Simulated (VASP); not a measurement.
# MgI2 (P-3m1) in VASP: notebook, part 2 of 2

VASP 6.6.1. The steps go on from the part before.

## Step 3: Single point, PBEsol (strain -0.015 along x and y, +0.030 along z)

INCAR

```
ALGO = Normal
EDIFF = 1E-7
ENCUT = 520
GGA = PS
ISIF = 2
ISMEAR = 0
LASPH = T
LCHARG = F
LREAL = F
LWAVE = F
NBANDS = 15
NELM = 80
PREC = Accurate
SIGMA = 0.05
```

KPOINTS

```
k-points
0
Gamma
  6 6 4
```

POSCAR

```
MgI2
1.0
    4.0913946196      0.0000000000      0.0000000000
   -2.0456973098      3.5432516774      0.0000000000
    0.0000000000      0.0000000000      7.0678600000
Mg I
1 2
Direct
    0.0000000000      0.0000000000      0.0000000000
    0.3333333333      0.6666666667      0.7576300000
    0.6666666667      0.3333333333      0.2423700000
```

Potentials or basis: VASP PAW PBE potentials, release 64 (Mg, I).

Launch:

```sh
$ cat potpaw_PBE.64/Mg/POTCAR potpaw_PBE.64/I/POTCAR > POTCAR
$ mpirun -np 1 vasp_std > vasp.out
```

OUTCAR:

```text
EDIFF = 1E-7
   ENCUT = 520
   GGA = PS
   ISIF = 2
   ISMEAR = 0
   LASPH = T
   LREAL = F
   NELM = 80
   PREC = Accurate

 ion  position               nearest neighbor table
   1  0.000  0.000  0.000-   2 2.92   3 2.92   2 2.92   3 2.92   3 2.92   2 2.92
   2  0.333  0.667  0.758-   1 2.92   1 2.92   1 2.92
   3  0.667  0.333  0.242-   1 2.92   1 2.92   1 2.92

  LATTYP: Found a hexagonal cell.
 ALAT       =     4.0913946196
 C/A-ratio  =     1.7274940838

  Lattice vectors:

 A1 = (   4.0913946196,   0.0000000000,   0.0000000000)
 A2 = (  -2.0456973098,   3.5432516774,   0.0000000000)
 A3 = (   0.0000000000,   0.0000000000,   7.0678600000)

Analysis of symmetry for initial positions (statically):
=====================================================================
 Subroutine PRICEL returns:
 Original cell was already a primitive cell.

 Routine SETGRP: Setting up the symmetry group for a
 hexagonal supercell.

 Subroutine GETGRP returns: Found 12 space group operations
 (whereof 12 operations were pure point group operations)
 out of a pool of 24 trial point group operations.

The static configuration has the point symmetry D_3d.

Analysis of symmetry for dynamics (positions and initial velocities):
=====================================================================
 Subroutine PRICEL returns:
 Original cell was already a primitive cell.

 Routine SETGRP: Setting up the symmetry group for a
 hexagonal supercell.

 Subroutine GETGRP returns: Found 12 space group operations
 (whereof 12 operations were pure point group operations)
 out of a pool of 24 trial point group operations.

The dynamic configuration has the point symmetry D_3d.

 Subroutine INISYM returns: Found 12 space group operations
 (whereof 12 operations are pure point group operations),
 and found     1 'primitive' translations

[... 121 lines left out ...]
   LHFCALC =     F    Hartree Fock is set to
   AEXX    =    0.0000 exact exchange contribution
   IVDW    =     0    specifies the selected vdW correction
   LEPSILON=     F    determine dielectric tensor
   LRPA    =     F    only Hartree local field effects (RPA)
 non-spin polarized calculation
 Gauss-broadening in eV      SIGMA  =   0.05
  energy-cutoff  :      520.00
  volume of cell :      102.46
 maximum number of plane-waves:      2793
   NGX = 15   NGY = 15   NGZ = 27

 number of electron      15.9999997 magnetization

 Free energy of the ion-electron system (eV)
  ---------------------------------------------------
  ext. energy  EPLUGINS =         0.00000000
  ---------------------------------------------------
  free energy    TOTEN  =        -8.41410982 eV

  energy without entropy =       -8.41410982  energy(sigma->0) =       -8.41410982

 E-fermi :   2.4895     XC(G=0):  -8.3694

 val. band max:        2.2628171309   @ k =   0.0000   0.0000   0.0000
 cond. band min:       5.6910487539   @ k =   0.5000   0.0000   0.5000
 fundamental gap:      3.4282316230
 Fermi energy:         2.4894738148

 k-point     1 :       0.0000    0.0000    0.0000
  band No.  band energies     occupation
      1      -9.9046      2.00000
      2      -9.2588      2.00000
      3      -1.4193      2.00000
      4       1.9224      2.00000
      5       1.9224      2.00000
      6       2.0302      2.00000
      7       2.2628      2.00000
      8       2.2628      2.00000
      9       5.8734      0.00000
     10       7.0413      0.00000
     11       9.0414      0.00000
     12       9.0414      0.00000
     13       9.3617      0.00000
     14      10.4093      0.00000
[... 401 lines left out ...]
      2      -8.9816      2.00000
      3      -0.9602      2.00000
      4      -0.5553      2.00000
      5      -0.5553      2.00000
      6      -0.0641      2.00000
      7       1.5521      2.00000
      8       1.5521      2.00000
      9       6.8962      0.00000
     10       7.7366      0.00000
     11       7.7366      0.00000
     12       9.3135      0.00000
     13      10.7060      0.00000
     14      10.9177      0.00000
     15      11.1224      0.00000

------------------------ aborting loop because EDIFF is reached ----------------------------------------

  FORCE on cell =-STRESS in cart. coord.  units (eV):
  Direction    XX          YY          ZZ          XY          YZ          ZX
  --------------------------------------------------------------------------------------
  -------------------------------------------------------------------------------------
  Total        0.1214280      0.1214280     -0.5007453      0.0000000     -0.0000000      0.0000000
  in kB        1.8987521      1.8987521     -7.8300786      0.0000000     -0.0000000      0.0000000
  external PRESSURE =      -1.3441915 kB  Pullay stress =       0.0000000 kB

 VOLUME and BASIS-vectors are now :
 -----------------------------------------------------------------------------
  energy-cutoff  :      520.00
  volume of cell :      102.46
      direct lattice vectors                 reciprocal lattice vectors
     4.091394620  0.000000000  0.000000000     0.244415436  0.141113318  0.000000000
    -2.045697310  3.543251677  0.000000000     0.000000000  0.282226636  0.000000000
     0.000000000  0.000000000  7.067860000     0.000000000  0.000000000  0.141485542

 POSITION                                       TOTAL-FORCE (eV/Angst)
 -----------------------------------------------------------------------------------
      0.00000      0.00000      0.00000        -0.000000      0.000000      0.000000
     -0.00000      2.36217      5.35482         0.000000     -0.000000      0.158322
      2.04570      1.18108      1.71304        -0.000000      0.000000     -0.158322
 -----------------------------------------------------------------------------------
    total drift:                                0.000000     -0.000000     -0.000000

  FREE ENERGIE OF THE ION-ELECTRON SYSTEM (eV)
  ---------------------------------------------------
  free  energy   TOTEN  =        -8.4141098208 eV

  energy  without entropy=       -8.4141098208  energy(sigma->0) =       -8.41410982
```

It took 16 s on 1 thread of Intel Xeon Platinum 8559C (Emerald Rapids), shared host; peak memory 0.22 GiB.

What came out:

| Item | Value |
| --- | --- |
| Free energy | -8.4141 eV |
| Pressure | -0.1 GPa |
| Largest force | 0.158 eV/Å |
| Band gap on the k mesh | 3.43 eV, indirect (least direct gap 3.61 eV) |

Forces on the atoms (eV/Å):
```
Mg   0.000  0.000  0.000
I    0.000  0.000  0.158
I    0.000  0.000 -0.158
```

Stress tensor (GPa, compression positive):
```
 0.19  0.00  0.00
 0.00  0.19  0.00
 0.00  0.00 -0.78
```

Levels at points of the mesh, in eV from the valence-band top:
| k point | band 5 | band 6 | band 7 | band 8 | band 9 | band 10 | band 11 | band 12 |
| --- | --- | --- | --- | --- | --- | --- | --- | --- |
| (0.00, 0.00, 0.00) | -0.34 | -0.23 | 0.00 | 0.00 | 3.61 | 4.78 | 6.78 | 6.78 |
| (0.50, 0.00, 0.00) | -1.96 | -1.31 | -1.01 | -0.48 | 3.58 | 5.16 | 5.26 | 6.93 |
| (0.00, 0.00, 0.50) | -0.26 | -0.26 | -0.09 | -0.09 | 4.66 | 4.83 | 6.63 | 6.63 |
| (0.50, 0.00, 0.50) | -1.30 | -1.16 | -0.93 | -0.68 | 3.43 | 4.97 | 5.39 | 5.86 |

Caveat: the cell differs from its parent crystal (strain -0.015 along x and y, +0.030 along z); the PAW data sets were made with another functional, which shifts forces and pressure a little; spin-orbit coupling is left out, which moves the levels of the heavy elements; this functional lacks dispersion, which binds the layers, so the pressure and a relaxed spacing across them are unreliable.

## Step 4: Single point, PBEsol (strain +0.000 along x and y, -0.015 along z)

INCAR

```
SYSTEM = MgI2
  PREC = Accurate
  ENCUT = 520
  EDIFF = 1E-7
  ISMEAR = 0
  SIGMA = 0.05
  LREAL = .FALSE.
  LASPH = .TRUE.
  NELM = 100
  ALGO = Normal
  ISIF = 2
  LWAVE = .FALSE.
  LCHARG = .FALSE.
  GGA = PS
  NBANDS = 15
```

KPOINTS

```
Automatic mesh
0
G
  6 6 4
  0 0 0
```

POSCAR

```
MgI2
1.0
    4.1537001214      0.0000000000      0.0000000000
   -2.0768500607      3.5972098248      0.0000000000
    0.0000000000      0.0000000000      6.7590700000
Mg I
1 2
Direct
    0.0000000000      0.0000000000      0.0000000000
    0.3333333333      0.6666666667      0.7576300000
    0.6666666667      0.3333333333      0.2423700000
```

Launch:

```sh
$ cat potpaw_PBE.64/Mg/POTCAR potpaw_PBE.64/I/POTCAR > POTCAR
$ mpirun -np 1 vasp_std > vasp.out
```

Run time: 15 s. Hardware: 1 thread of Intel Xeon Platinum 8559C (Emerald Rapids), shared host; peak memory 0.22 GiB.

It converged, with:

```
Free energy            : -8.4154 eV
Pressure               : 0.2 GPa
Largest force          : 0.073 eV/Å
Band gap on the k mesh : 3.38 eV, indirect (least direct gap 3.53 eV)
```

Forces on the atoms (eV/Å):
```
Mg   0.000  0.000  0.000
I    0.000  0.000 -0.073
I    0.000  0.000  0.073
```

Stress tensor (GPa, compression positive):
```
-0.02  0.00  0.00
 0.00 -0.02  0.00
 0.00  0.00  0.78
```

Levels at points of the mesh, in eV from the valence-band top:
| k point | band 4 | band 5 | band 6 | band 7 | band 8 | band 9 | band 10 | band 11 | band 12 | band 13 |
| --- | --- | --- | --- | --- | --- | --- | --- | --- | --- | --- |
| (0.00, 0.00, 0.00) | -0.62 | -0.62 | -0.20 | -0.20 | 0.00 | 3.53 | 4.50 | 6.50 | 6.50 | 7.40 |
| (0.50, 0.00, 0.00) | -2.98 | -2.02 | -1.57 | -1.02 | -0.56 | 3.47 | 5.14 | 5.35 | 6.80 | 8.07 |
| (0.00, 0.00, 0.50) | -1.57 | -0.51 | -0.51 | -0.31 | -0.31 | 4.50 | 4.61 | 6.30 | 6.30 | 7.58 |
| (0.50, 0.00, 0.50) | -3.40 | -1.39 | -1.21 | -0.89 | -0.83 | 3.42 | 5.02 | 5.52 | 5.93 | 7.66 |

Caveat: the cell differs from its parent crystal (strain +0.000 along x and y, -0.015 along z); the PAW data sets were made with another functional, which shifts forces and pressure a little; spin-orbit coupling is left out, which moves the levels of the heavy elements; this functional lacks dispersion, which binds the layers, so the pressure and a relaxed spacing across them are unreliable. A k mesh can miss the band edges.

## Step 5: Single point, PBEsol (strain +0.015 along x and y, -0.030 along z)

INCAR

```
ALGO     = Normal         # electronic algorithm
EDIFF    = 1E-6           # SCF threshold, eV
ENCUT    = 520            # plane-wave cutoff, eV
GGA      = PS             # functional
ISIF     = 2              # what is computed and relaxed
ISMEAR   = 0              # smearing method
LASPH    = T              # aspherical terms in the spheres
LCHARG   = F              # write CHGCAR
LREAL    = F              # projectors in reciprocal space
LWAVE    = F              # write WAVECAR
NBANDS   = 15             # bands
NELM     = 80             # most SCF steps
PREC     = Accurate       # precision mode
SIGMA    = 0.05           # smearing width, eV
```

KPOINTS

```
k-points
0
Gamma
  6 6 4
```

POSCAR

```
MgI2
1.0
    4.2160056232      0.0000000000      0.0000000000
   -2.1080028116      3.6511679722      0.0000000000
    0.0000000000      0.0000000000      6.6561400000
Mg I
1 2
Direct
    0.0000000000      0.0000000000      0.0000000000
    0.3333333333      0.6666666667      0.7576300000
    0.6666666667      0.3333333333      0.2423700000
```

Launch:

```sh
$ cat potpaw_PBE.64/Mg/POTCAR potpaw_PBE.64/I/POTCAR > POTCAR
$ mpirun -np 1 vasp_std > vasp.out
```

It took 14 s on 1 thread of Intel Xeon Platinum 8559C (Emerald Rapids), shared host; peak memory 0.23 GiB.

The run converged. Its results:

| Item | Value |
| --- | --- |
| Free energy | -8.4001 eV |
| Pressure | -0.2 GPa |
| Largest force | 0.071 eV/Å |
| Band gap on the k mesh | 3.23 eV, indirect (least direct gap 3.28 eV) |

Forces in eV/Å, atoms in the order of the input:
```
Mg   0.000  0.000  0.000
I    0.000  0.000 -0.071
I    0.000  0.000  0.071
```

Stress tensor (GPa, compression positive):
```
-0.75  0.00  0.00
 0.00 -0.75  0.00
 0.00  0.00  0.83
```

Levels at points of the mesh, in eV from the valence-band top:
| k point | band 5 | band 6 | band 7 | band 8 | band 9 | band 10 | band 11 | band 12 |
| --- | --- | --- | --- | --- | --- | --- | --- | --- |
| (0.00, 0.00, 0.00) | -0.84 | -0.39 | -0.39 | 0.00 | 3.28 | 4.26 | 6.26 | 6.26 |
| (0.50, 0.00, 0.00) | -2.07 | -1.76 | -1.09 | -0.68 | 3.30 | 5.02 | 5.32 | 6.62 |
| (0.00, 0.00, 0.50) | -0.71 | -0.71 | -0.52 | -0.52 | 4.22 | 4.40 | 6.03 | 6.03 |
| (0.50, 0.00, 0.50) | -1.55 | -1.22 | -0.98 | -0.94 | 3.29 | 4.94 | 5.56 | 5.91 |

Caveat: the cell differs from its parent crystal (strain +0.015 along x and y, -0.030 along z); the PAW data sets were made with another functional, which shifts forces and pressure a little; spin-orbit coupling is left out, which moves the levels of the heavy elements; this functional lacks dispersion, which binds the layers, so the pressure and a relaxed spacing across them are unreliable. A k mesh can miss the band edges.

## Step 6: Single point, PBEsol (strain -0.015 along x and y, +0.015 along z)

INCAR

```
SYSTEM = MgI2
ALGO = Normal
EDIFF = 1E-6
ENCUT = 520
GGA = PS
ISIF = 2
ISMEAR = 0
LASPH = .TRUE.
LCHARG = .TRUE.
LELF = .TRUE.
LREAL = .FALSE.
LVHAR = .TRUE.
LWAVE = .FALSE.
NBANDS = 15
NELM = 60
PREC = Accurate
SIGMA = 0.05
```

KPOINTS

```
k-points
0
G
  6 6 4
  0 0 0
```

POSCAR

```
MgI2
1.0
    4.0913946196      0.0000000000      0.0000000000
   -2.0456973098      3.5432516774      0.0000000000
    0.0000000000      0.0000000000      6.9649300000
Mg I
1 2
Direct
    0.0000000000      0.0000000000      0.0000000000
    0.3333333333      0.6666666667      0.7576300000
    0.6666666667      0.3333333333      0.2423700000
```

Potentials or basis: VASP PAW PBE potentials, release 64 (Mg, I).

Launch:

```sh
$ cat potpaw_PBE.64/Mg/POTCAR potpaw_PBE.64/I/POTCAR > POTCAR
$ mpirun -np 1 vasp_std > vasp.out
```

It took 20 s on 1 thread of AMD EPYC 9R14 (Zen 4), shared host; peak memory 0.19 GiB.

It converged, with:

```
Free energy            : -8.4180 eV
Pressure               : 0.3 GPa
Largest force          : 0.045 eV/Å
Band gap on the k mesh : 3.48 eV, indirect (least direct gap 3.69 eV)
```

Forces in eV/Å, atoms in the order of the input:
```
Mg   0.000  0.000  0.000
I    0.000  0.000  0.045
I    0.000  0.000 -0.045
```

Stress tensor (GPa, compression positive):
```
 0.48  0.00  0.00
 0.00  0.48  0.00
 0.00  0.00 -0.06
```

Levels at points of the mesh, in eV from the valence-band top:
| k point | band 6 | band 7 | band 8 | band 9 | band 10 | band 11 |
| --- | --- | --- | --- | --- | --- | --- |
| (0.00, 0.00, 0.00) | -0.13 | 0.00 | 0.00 | 3.69 | 4.76 | 6.77 |
| (0.50, 0.00, 0.00) | -1.35 | -0.99 | -0.46 | 3.61 | 5.21 | 5.31 |
| (0.00, 0.00, 0.50) | -0.28 | -0.09 | -0.09 | 4.72 | 4.83 | 6.61 |
| (0.50, 0.00, 0.50) | -1.19 | -0.89 | -0.68 | 3.49 | 5.03 | 5.44 |

Caveat: the cell differs from its parent crystal (strain -0.015 along x and y, +0.015 along z); the PAW data sets were made with another functional, which shifts forces and pressure a little; spin-orbit coupling is left out, which moves the levels of the heavy elements; this functional lacks dispersion, which binds the layers, so the pressure and a relaxed spacing across them are unreliable.

## Step 7: Summary

```tsv
cell	gap on the mesh (eV)	pressure (GPa)	largest force (eV/Å)
a = 4.091, b = 4.091, c = 6.862 Å, angles 90.0, 90.0, 120.0°, 3 atoms	3.52	0.8	0.07
a = 4.091, b = 4.091, c = 7.068 Å, angles 90.0, 90.0, 120.0°, 3 atoms	3.43	-0.1	0.16
a = 4.154, b = 4.154, c = 6.759 Å, angles 90.0, 90.0, 120.0°, 3 atoms	3.38	0.2	0.07
a = 4.216, b = 4.216, c = 6.656 Å, angles 90.0, 90.0, 120.0°, 3 atoms	3.23	-0.2	0.07
a = 4.091, b = 4.091, c = 6.965 Å, angles 90.0, 90.0, 120.0°, 3 atoms	3.48	0.3	0.04
```

Alike in all rows: task single point; level PBEsol; potentials or basis VASP PAW PBE potentials, release 64 (Mg, I); no spin polarisation; k mesh 6 × 6 × 4; cutoff (eV) 520; smearing gaussian 0.05 eV.

Caveats: the PAW data sets were made with another functional, which shifts forces and pressure a little; spin-orbit coupling is left out, which moves the levels of the heavy elements; this functional lacks dispersion, which binds the layers, so the pressure and a relaxed spacing across them are unreliable.

Total energies depend on the potentials used, so only differences within one code and one set of settings carry meaning.
